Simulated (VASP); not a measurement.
As, 4 atoms in the cell. It takes space group Cmce (No. 64, orthorhombic). The conventional cell has a = 3.742 Å, b = 10.823 Å, c = 4.285 Å, α = 90.00°, β = 90.00°, γ = 90.00°. Within 3.3 Å of As (site symmetry m) lie 5 As at 2.49 to 3.22 Å. 

| Quantity | Value |
| --- | --- |
| Program | VASP 6.6.1 |
| Task | single point |
| Functional | PBE |
| Dispersion | D3(BJ) |
| Potentials or basis | VASP PAW PBE potentials, release 64 (As) |
| Cutoff | 520 eV |
| k mesh | 10 × 10 × 8 |
| Occupations | gaussian, width 0.01 eV |
| Spin | no spin polarisation |
| Dipole correction | no |
| Further INCAR settings | ALGO = Normal; EDIFF = 1e-06; NBANDS = 18 |

Potentials or basis: VASP PAW PBE potentials, release 64 (As).

Launch:

```console
$ cat potpaw_PBE.64/As/POTCAR > POTCAR
$ mpirun -np 1 vasp_std > vasp.out
```

Hardware: 1 thread of Intel Xeon 6975P-C (shared host).

How long does it take, and how much memory?

It took 3.4 min on 1 thread of Intel Xeon 6975P-C (shared host), peak memory 0.38 GiB. Counts: scf iterations 11, k points 155.
